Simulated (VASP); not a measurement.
A run of VASP 6.6.1 is set up as follows.

Contents of INCAR:

```
  ALGO = Normal
  EDIFF = 1E-6
  ENCUT = 520
  GGA = PE
  ISIF = 2
  ISMEAR = 0
  LASPH = T
  LCHARG = F
  LREAL = F
  LWAVE = F
  NBANDS = 14
  NELM = 100
  PREC = Accurate
  SIGMA = 0.1
```

Contents of KPOINTS:

```
k-points
0
Gamma
  6 6 4
```

Contents of POSCAR:

```
ZrB
1.0
    2.4884114800      0.0000000000      0.0000000000
   -1.2442057400      2.1550275600      0.0000000000
    0.0000000000      0.0000000000      4.6961383500
Zr B
1 1
Direct
    0.0000000000      0.0000000000      0.0000000000
    0.0000000000      0.0000000000      0.5000000000
```

Potentials or basis: VASP PAW PBE potentials, release 64 (Zr_sv, B).

Command:

```sh
$ cat potpaw_PBE.64/Zr_sv/POTCAR potpaw_PBE.64/B/POTCAR > POTCAR
$ mpirun -np 1 vasp_std > vasp.out
```

**Question.** What does it give for the pressure?

**Answer.** 45.1 GPa.

Stress tensor (GPa, compression positive):
```
56.63  0.00  0.00
 0.00 56.63  0.00
 0.00  0.00 21.91
```

Caveat: the k points lie up to 0.49 Å⁻¹ apart.
